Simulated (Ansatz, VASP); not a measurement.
Two plane-wave programs on Ta

```
Ta
1.0
     2.90037    0.00000    0.00000
    -1.45019    2.51180    0.00000
     0.00000    0.00000    5.16627
Ta
2
Direct
  0.75624 0.51249 0.75000
  0.33333 0.66667 0.25000
```

Alike in both runs: task single point; functional PBEsol; k mesh 18 × 18 × 10; occupations gaussian, width 0.15 eV; no spin polarisation.

|  | VASP | Ansatz |
| --- | --- | --- |
| version | VASP 6.6.1 | Ansatz 0.2.0 |
| potentials or method | VASP PAW PBE potentials, release 64 (Ta_pv), cutoff 520 eV | scalar-relativistic, plane waves, PAW |
| valence electrons in the cell | 22 | 26 |

VASP gave:

* gap on the k mesh at the Fermi level (eV): none
* pressure (GPa): -7.3
* traceless stress, the component that is largest in VASP (GPa): 9.23
* rms of the force components (eV/Å): 0.299

Task: Which values does Ansatz return?

Result: gap on the k mesh at the Fermi level (eV): none; pressure (GPa): -7.4; traceless stress, the component that is largest in VASP (GPa): 9.26; rms of the force components (eV/Å): 0.298.

VASP's potentials were made for PBE, not for PBEsol. Atom by atom the forces differ by 0.000 eV/Å (rms over components). A gap of «none» marks a metal or a gap that the smearing closes. The functional is the same, so the differences come from potentials, cutoffs and numerics. VASP's potentials hold 22 valence electrons a cell and Ansatz's 26, so a difference there can come from the potentials and not from the codes.

Neither program's run includes spin-orbit coupling.
